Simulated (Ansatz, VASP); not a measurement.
SrTiO in VASP and in Ansatz

File INCAR:

```
ALGO = Normal
EDIFF = 1E-7
EDIFFG = -0.04
ENCUT = 600
GGA = PE
IBRION = 2
ISIF = 3
ISMEAR = 0
ISPIN = 2
LASPH = T
LCHARG = F
LMAXMIX = 4
LORBIT = 11
LREAL = F
LWAVE = F
MAGMOM = 0 1 0
NELM = 150
NSW = 90
PREC = Accurate
SIGMA = 0.1
```

File KPOINTS:

```
k-points
0
Gamma
  6 6 4
```

File POSCAR:

```
SrTiO
1.0
    3.3942894100      0.0000000000      0.0000000000
    0.0000000000      3.3942894100      0.0000000000
    0.0000000000      0.0000000000      5.3730974500
Sr Ti O
1 1 1
Direct
    0.5000000000      0.5000000000      0.0000000000
    0.5000000000      0.5000000000      0.5000000000
    0.0000000000      0.0000000000      0.0000000000
```

Input for Ansatz:

```yaml
crystal:
  lattice:
    - [3.39428941, 0.0, 0.0]
    - [0.0, 3.39428941, 0.0]
    - [0.0, 0.0, 5.37309745]
  atoms:
    - { symbol: Sr, position: [0.5, 0.5, 0.0] }
    - { symbol: Ti, position: [0.5, 0.5, 0.5], spin: 1.0 }
    - { symbol: O, position: [0.0, 0.0, 0.0] }
basis:
  ecutwfc: 420
kpoints:
  mp_grid: { grid: [6, 6, 4] }
hamiltonian:
  xc: pbe
scf:
  occupations: { method: gaussian, width: 0.1 }
  lower_state_search: "off"
output:
  forces: true
  stress: true
  eigenvalues: true
  populations: true
magnetization:
  spin_polarized: true
relax:
  adjacent_minimum: "off"
  f_tol: 0.04
  max_steps: 70
  cell: { stress_tol: 0.4 }
```

Alike in both runs: task relaxation of cell and atoms; functional PBE; k mesh 6 × 6 × 4; occupations gaussian, width 0.1 eV; collinear spin.

|  | VASP | Ansatz |
| --- | --- | --- |
| version | VASP 6.6.1 | Ansatz 0.2.0 |
| potentials or method | VASP PAW PBE potentials, release 64 (Sr_sv, Ti_sv, O), cutoff 600 eV | scalar-relativistic, plane waves, PAW |
| valence electrons in the cell | 28 | 28 |

```csv
,VASP,Ansatz,Ansatz less VASP
"gap on the k mesh at the Fermi level, each at its own relaxed structure (eV)",none,none,-
net moment per atom (μB),0.93,0.94,+0.008
size of the moment on the site where the two differ most (μB),1.88,2.20,+0.317
relaxed volume (Å³/atom),27.54,29.62,+2.083
relaxed length of the cell vector where the two differ most in proportion (Å),7.188,7.791,+0.6027
```

Site moments also hang on the region over which each program counts them. A gap of «none» marks a metal or a gap that the smearing closes. One of these differences is far larger than is usual between the two programs; its cause wasn't traced.

Noted on VASP's run: the volume moved by over 15 % at a fixed basis, so the end points are rough.
